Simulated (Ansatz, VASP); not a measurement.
## Sr: VASP beside Ansatz

```
Sr
1.0
    -2.35225    2.35225    2.49775
     2.35225   -2.35225    2.49775
     2.35225    2.35225   -2.49775
Sr
1
Cartesian
  0.0000 0.0000 0.0000
```

Change from the starting cell: strain -0.030 along x and y, +0.030 along z, atoms carried along.

Alike in both runs: task single point; functional r2SCAN; k mesh 14 × 14 × 14; occupations gaussian, width 0.15 eV; no spin polarisation.

|  | VASP | Ansatz |
| --- | --- | --- |
| version | VASP 6.6.1 | Ansatz 0.2.0 |
| potentials or method | VASP PAW PBE potentials, release 64 (Sr_sv), cutoff 520 eV | scalar-relativistic, plane waves, PAW |
| valence electrons in the cell | 10 | 10 |

|  | VASP | Ansatz | Ansatz less VASP |
| --- | --- | --- | --- |
| gap on the k mesh at the Fermi level (eV) | none | none | - |
| pressure (GPa) | 0.2 | 0.2 | -0.01 |

VASP's potentials were made for PBE, not for r2SCAN. A gap of «none» marks a metal or a gap that the smearing closes.
